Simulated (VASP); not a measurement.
# Ti3Al in VASP: single point with PBE

Aim: the single point of Ti3Al with PBE.

All numbers are computed with VASP 6.6.1; they aren't measurements. Logs are shortened: lines on timing, memory, paths and dates and some standing lists are left out, and cuts for length are marked.

## (1) The cell of the first run

The typed cell holds 8 atoms: a = 4.577 Å, b = 6.043 Å, c = 4.864 Å, α = 90.01°, β = 90.00°, γ = 90.00°.

## (2) Single point, PBE

INCAR reads:

```
  ALGO = Fast
  EDIFF = 1E-6
  ENCUT = 520
  GGA = PE
  ISIF = 2
  ISMEAR = 0
  LASPH = T
  LCHARG = F
  LREAL = F
  LWAVE = F
  NBANDS = 49
  NELM = 100
  PREC = Accurate
  SIGMA = 0.1
```

KPOINTS reads:

```
k-points
0
Gamma
  7 6 7
```

POSCAR reads:

```
Ti3Al
1.0
    4.5772540000     -0.0021890000      0.0048540000
    0.0031780000      6.0426130000      0.0099970000
   -0.0053610000     -0.0085050000      4.8642190000
Ti Al
6 2
Direct
    0.7431355529      0.3659325243      0.2628546437
    0.7430824163      0.1108935999      0.7658341473
    0.2431154189      0.1108967331      0.1286276650
    0.2431561033      0.6209656496      0.1286127637
    0.2431032985      0.3659270017      0.6315917903
    0.7431234679      0.6209629462      0.7658182542
    0.2431115236      0.8659405441      0.6170537003
    0.7431267614      0.8659187388      0.2773928469
```

Potentials or basis: VASP PAW PBE potentials, release 64 (Ti_sv, Al).

Command:

```console
$ cat potpaw_PBE.64/Ti_sv/POTCAR potpaw_PBE.64/Al/POTCAR > POTCAR
$ mpirun -np 1 vasp_std > vasp.out
```

OUTCAR:

```text
EDIFF = 1E-6
   ENCUT = 520
   GGA = PE
   ISIF = 2
   ISMEAR = 0
   LASPH = T
   LREAL = F
   NELM = 100
   PREC = Accurate

 ion  position               nearest neighbor table
   1  0.743  0.366  0.263-   3 2.84   4 2.84   3 2.84   4 2.84   2 2.87   6 2.87   6 2.89   2 2.89
                             5 2.91   5 2.91   8 3.02   8 3.02
   2  0.743  0.111  0.766-   8 2.80   7 2.82   7 2.82   5 2.84   5 2.84   1 2.87   3 2.89   3 2.89
                             1 2.89   8 2.90
   3  0.243  0.111  0.129-   7 2.80   8 2.82   8 2.82   1 2.84   1 2.84   5 2.87   2 2.89   2 2.89
                             5 2.89   7 2.90
   4  0.243  0.621  0.129-   7 2.80   8 2.82   8 2.82   1 2.84   1 2.84   5 2.87   6 2.89   6 2.89
                             5 2.89   7 2.90
   5  0.243  0.366  0.632-   6 2.84   2 2.84   6 2.84   2 2.84   4 2.87   3 2.87   3 2.89   4 2.89
                             1 2.91   1 2.91   7 3.02   7 3.02
   6  0.743  0.621  0.766-   8 2.80   7 2.82   7 2.82   5 2.84   5 2.84   1 2.87   4 2.89   4 2.89
                             1 2.89   8 2.90
   7  0.243  0.866  0.617-   4 2.80   3 2.80   2 2.82   2 2.82   6 2.82   6 2.82   8 2.82   8 2.82
                             3 2.90   4 2.90   5 3.02   5 3.02
   8  0.743  0.866  0.277-   2 2.80   6 2.80   4 2.82   4 2.82   3 2.82   3 2.82   7 2.82   7 2.82
                             6 2.90   2 2.90   1 3.02   1 3.02

  LATTYP: Found a simple monoclinic cell.
 ALAT       =     7.7568321972
 B/A-ratio  =     0.5900936079
 C/A-ratio  =     1.4763576519
 COS(beta)  =    -0.9436705431

  Lattice vectors:

 A1 = (  -0.0021830000,   6.0341080000,   4.8742160000)
 A2 = (   4.5772540000,  -0.0021890000,   0.0048540000)
 A3 = (   0.0075440000,  -6.0256030000,  -9.7384350000)

Analysis of symmetry for initial positions (statically):
=====================================================================
 Subroutine PRICEL returns:
 Original cell was already a primitive cell.

 Routine SETGRP: Setting up the symmetry group for a
 simple monoclinic supercell.

 Subroutine GETGRP returns: Found  2 space group operations
 (whereof  1 operations were pure point group operations)
 out of a pool of  4 trial point group operations.

The static configuration has the point symmetry C_1 .
 The point group associated with its full space group is S_2 .

Analysis of symmetry for dynamics (positions and initial velocities):
=====================================================================
 Subroutine PRICEL returns:
 Original cell was already a primitive cell.

 Routine SETGRP: Setting up the symmetry group for a
 simple monoclinic supercell.

 Subroutine GETGRP returns: Found  2 space group operations
 (whereof  1 operations were pure point group operations)
 out of a pool of  4 trial point group operations.

The dynamic configuration has the point symmetry C_1 .
 The point group associated with its full space group is S_2 .

 Subroutine INISYM returns: Found  2 space group operations
 (whereof  1 operations are pure point group operations),
 and found     1 'primitive' translations

----------------------------------------------------------------------------------------

                                     Primitive cell

  volume of cell :     134.5379

  direct lattice vectors                    reciprocal lattice vectors
     4.577254000 -0.002189000  0.004854000     0.218471289 -0.000115299  0.000240582
     0.003178000  6.042613000  0.009997000     0.000078836  0.165490799  0.000289445
    -0.005361000 -0.008505000  4.864219000    -0.000218174 -0.000340004  0.205582014

  length of vectors
     4.577257097  6.042622105  4.864229390     0.218471452  0.165491071  0.205582411

  position of ions in fractional coordinates (direct lattice)
     0.743135553  0.365932524  0.262854644
     0.743082416  0.110893600  0.765834147
     0.243115419  0.110896733  0.128627665
     0.243156103  0.620965650  0.128612764
     0.243103299  0.365927002  0.631591790
     0.743123468  0.620962946  0.765818254
     0.243111524  0.865940544  0.617053700
     0.743126761  0.865918739  0.277392847

  ion indices of the primitive-cell ions
   primitive index   ion index
                 1           1
                 2           2
                 3           3
                 4           4
                 5           5
                 6           6
                 7           7
                 8           8

----------------------------------------------------------------------------------------

 KPOINTS: k-points

Automatic generation of k-mesh.
 Grid dimensions read from file:
 generate k-points for:    7    6    7

 Generating k-lattice:

  Cartesian coordinates                     Fractional coordinates (reciprocal lattice)
     0.031210184 -0.000016471  0.000034369     0.142857143  0.000000000  0.000000000
     0.000013139  0.027581800  0.000048241     0.000000000  0.166666667  0.000000000
    -0.000031168 -0.000048572  0.029368859    -0.000000000  0.000000000  0.142857143

  Length of vectors
     0.031210207  0.027581845  0.029368916

  Shift w.r.t. Gamma in fractional coordinates (k-lattice)
     0.000000000  0.000000000  0.000000000

 Subroutine IBZKPT returns following result:
 ===========================================

 Found    148 irreducible k-points:

 Following reciprocal coordinates:
            Coordinates               Weight
  0.000000  0.000000  0.000000      1.000000
  0.142857 -0.000000  0.000000      2.000000
  0.285714  0.000000  0.000000      2.000000
  0.428571 -0.000000  0.000000      2.000000
 -0.000000  0.166667  0.000000      2.000000
  0.142857  0.166667  0.000000      2.000000
[... 16 lines left out ...]
 -0.000000 -0.000000  0.142857      2.000000
  0.142857 -0.000000  0.142857      2.000000
 [... further k-points ...]
   k-points           NKPTS =    148   k-points in BZ     NKDIM =    148   number of bands    NBANDS=     49
   number of dos      NEDOS =    301   number of ions     NIONS =      8
   total plane-waves  NPLWV =  62208
   dimension x,y,z NGX =    36 NGY =   48 NGZ =   36
   dimension x,y,z NGXF=    72 NGYF=   96 NGZF=   72
   ions per type =               6   2
   NGX,Y,Z   is equivalent  to a cutoff of  13.08, 13.21, 12.30 a.u.
   NGXF,Y,Z  is equivalent  to a cutoff of  26.15, 26.41, 24.61 a.u.
 SYSTEM =  unknown system
   PREC   = accura    normal or accurate (medium, high low for compatibility)
   ISTART =      0    job   : 0-new  1-cont  2-samecut
   ICHARG =      2    charge: 1-file 2-atom 10-const
   ISPIN  =      1    spin polarized calculation?
   LNONCOLLINEAR =      F non collinear calculations
   LSORBIT =      F    spin-orbit coupling
   LASPH  =      T    aspherical Exc in radial PAW
   ENCUT  =  520.0 eV  38.22 Ry    6.18 a.u.   8.51 11.24  9.04*2*pi/ulx,y,z
   NELM   =    100;   NELMIN=  2; NELMDL= -5     # of ELM steps
   EDIFF  = 0.1E-05   stopping-criterion for ELM
   LREAL  =      F    real-space projection
   EDIFFG = 0.1E-04   stopping-criterion for IOM
   NSW    =      0    number of steps for IOM
   IBRION =     -1    ionic relax: 0-MD 1-quasi-New 2-CG
   NFREE  =      0    steps in history (QN), initial steepest desc. (CG)
   ISIF   =      2    stress and relaxation
   ISYM   =      2    0-nonsym 1-usesym 2-fastsym
   POTIM  = 0.5000    time-step for ionic-motion
   TEBEG  =    0.0;   TEEND  =   0.0 temperature during run
   PSTRESS=    0.0 pullay stress
   NELECT =      78.0000    total number of electrons
   NUPDOWN=      -1.0000    fix difference up-down
   EMIN   =  10.00;   EMAX   =-10.00  energy-range for DOS
   EFERMI =   0.00;   METHOD = LEGACY
   ISMEAR =     0;   SIGMA  =   0.10  broadening in eV -4-tet -1-fermi 0-gaus
   EFERMI_NEDOS =   21; number of points for ismear=-14 and -15
   IALGO  =     68    algorithm
   IMIX   =      4    mixing-type and parameters
     AMIX     =   0.40;   BMIX     =  1.00
     AMIX_MAG =   1.60;   BMIX_MAG =  1.00
  volume/ion in A,a.u.               =      16.82       113.49
  Fermi-wavevector in a.u.,A,eV,Ry     =   1.365080  2.579627 25.353687  1.863443
  Thomas-Fermi vector in A             =   2.491340
   LORBIT       =      0    0 simple, 1 ext, 2 COOP (PROOUT), +10 PAW based schemes
   GGA     = PE    functional components
   LHFCALC =     F    Hartree Fock is set to
   AEXX    =    0.0000 exact exchange contribution
   IVDW    =     0    specifies the selected vdW correction
   LEPSILON=     F    determine dielectric tensor
   LRPA    =     F    only Hartree local field effects (RPA)
 non-spin polarized calculation
 RMM-DIIS sequential band-by-band and
 Gauss-broadening in eV      SIGMA  =   0.10
  energy-cutoff  :      520.00
  volume of cell :      134.54
 maximum number of plane-waves:      3642
 NGX is ok and might be reduce to    36
   NGX = 17   NGY = 23   NGZ = 19

 number of electron      77.9999992 magnetization

 Free energy of the ion-electron system (eV)
  ---------------------------------------------------
  ext. energy  EPLUGINS =         0.00000000
  ---------------------------------------------------
  free energy    TOTEN  =       -56.10828961 eV

  energy without entropy =      -56.07083584  energy(sigma->0) =      -56.08956273

 E-fermi :   8.2032     XC(G=0): -11.2710

 val. band max:        8.2003754268   @ k =   0.4286   0.3333   0.4286
 cond. band min:       8.2201182021   @ k =  -0.4286   0.3333   0.0000
 fundamental gap:      0.0197427753
 Fermi energy:         8.2032236072

 k-point     1 :       0.0000    0.0000    0.0000
  band No.  band energies     occupation
      1     -48.4812      2.00000
      2     -48.4195      2.00000
      3     -48.4017      2.00000
      4     -48.3752      2.00000
      5     -48.3068      2.00000
      6     -48.3000      2.00000
[... 41 lines left out ...]
     48       9.7487      0.00000
     49      10.1613      0.00000

 k-point     2 :       0.1429   -0.0000    0.0000
  band No.  band energies     occupation
      1     -48.4761      2.00000
      2     -48.4173      2.00000
      3     -48.4036      2.00000
      4     -48.3774      2.00000
      5     -48.3077      2.00000
      6     -48.3023      2.00000
[... 41 lines left out ...]
     48       9.9916      0.00000
     49      10.1017      0.00000

 k-point     3 :       0.2857    0.0000    0.0000
  band No.  band energies     occupation
      1     -48.4620      2.00000
      2     -48.4111      2.00000
      3     -48.4105      2.00000
      4     -48.3835      2.00000
      5     -48.3098      2.00000
      6     -48.3075      2.00000
[... 41 lines left out ...]
     48      10.1860      0.00000
     49      10.2698      0.00000

 k-point     4 :       0.4286   -0.0000    0.0000
  band No.  band energies     occupation
      1     -48.4428      2.00000
      2     -48.4240      2.00000
      3     -48.4023      2.00000
      4     -48.3924      2.00000
      5     -48.3118      2.00000
      6     -48.3114      2.00000
[... 977 lines left out ...]
     48       9.9640      0.00000
     49      10.0240      0.00000

 k-point    23 :      -0.0000   -0.0000    0.1429
  band No.  band energies     occupation
      1     -48.4776      2.00000
      2     -48.4193      2.00000
      3     -48.4036      2.00000
      4     -48.3754      2.00000
      5     -48.3124      2.00000
      6     -48.2961      2.00000
[... 41 lines left out ...]
     48       9.7608      0.00000
     49      10.2113      0.00000

 k-point    24 :       0.1429   -0.0000    0.1429
  band No.  band energies     occupation
      1     -48.4726      2.00000
      2     -48.4171      2.00000
      3     -48.4051      2.00000
      4     -48.3776      2.00000
      5     -48.3134      2.00000
      6     -48.2986      2.00000
[... 41 lines left out ...]
     48       9.9423      0.00000
     49      10.1982      0.00000

 [... further k-points ...]
[... 5 lines left out ...]
  --------------------------------------------------------------------------------------
  -------------------------------------------------------------------------------------
  Total       -0.0867615     -0.1679446     -0.1087706     -0.0010176      0.0066562      0.0017308
  in kB       -1.0332196     -2.0000080     -1.2953212     -0.0121178      0.0792675      0.0206113
  external PRESSURE =      -1.4428496 kB  Pullay stress =       0.0000000 kB

 VOLUME and BASIS-vectors are now :
 -----------------------------------------------------------------------------
  energy-cutoff  :      520.00
  volume of cell :      134.54
      direct lattice vectors                 reciprocal lattice vectors
     4.577254000 -0.002189000  0.004854000     0.218471289 -0.000115299  0.000240582
     0.003178000  6.042613000  0.009997000     0.000078836  0.165490799  0.000289445
    -0.005361000 -0.008505000  4.864219000    -0.000218174 -0.000340004  0.205582014

 POSITION                                       TOTAL-FORCE (eV/Angst)
 -----------------------------------------------------------------------------------
      3.40127      2.20733      1.28585        -0.000291     -0.000307      0.066845
      3.39752      0.66195      3.72990         0.000979      0.105219     -0.063496
      1.11246      0.66848      0.62796        -0.000120      0.104218      0.063611
      1.11427      3.75063      0.63299        -0.000979     -0.105219      0.063496
      1.11052      2.20525      3.07704         0.000291      0.000307     -0.066845
      3.39933      3.74410      3.73492         0.000120     -0.104218     -0.063611
      1.11223      5.22676      3.01132        -0.000338     -0.000754      0.111417
      3.40274      5.22843      1.36156         0.000338      0.000754     -0.111417
 -----------------------------------------------------------------------------------
    total drift:                               -0.012281     -0.007402      0.003541

  FREE ENERGIE OF THE ION-ELECTRON SYSTEM (eV)
  ---------------------------------------------------
  free  energy   TOTEN  =       -56.1082896143 eV

  energy  without entropy=      -56.0708358444  energy(sigma->0) =      -56.08956273
```

Wall time 26 min (1 thread of Intel Xeon 6975P-C (Granite Rapids), shared host); peak memory 0.74 GiB.

Results:

| Property | Result |
| --- | --- |
| Free energy | -56.1083 eV |
| Pressure | -0.1 GPa |
| Largest force | 0.123 eV/Å |
| Band gap on the k mesh | zero (bands 39 and 40 overlap by 0.38 eV) |

Forces in eV/Å, atoms in the order of the input:
```
Ti   0.000  0.000  0.067
Ti   0.001  0.105 -0.063
Ti   0.000  0.104  0.064
Ti  -0.001 -0.105  0.063
Ti   0.000  0.000 -0.067
Ti   0.000 -0.104 -0.064
Al   0.000 -0.001  0.111
Al   0.000  0.001 -0.111
```

Levels at points of the mesh, in eV from the Fermi level:
```tsv
k point	band 36	band 37	band 38	band 39	band 40	band 41	band 42	band 43
(0.00, 0.00, 0.00)	-0.56	-0.54	-0.51	-0.19	0.39	0.49	0.92	1.11
(0.00, 0.50, 0.00)	-0.60	-0.42	-0.41	-0.13	0.21	0.84	0.86	0.89
```
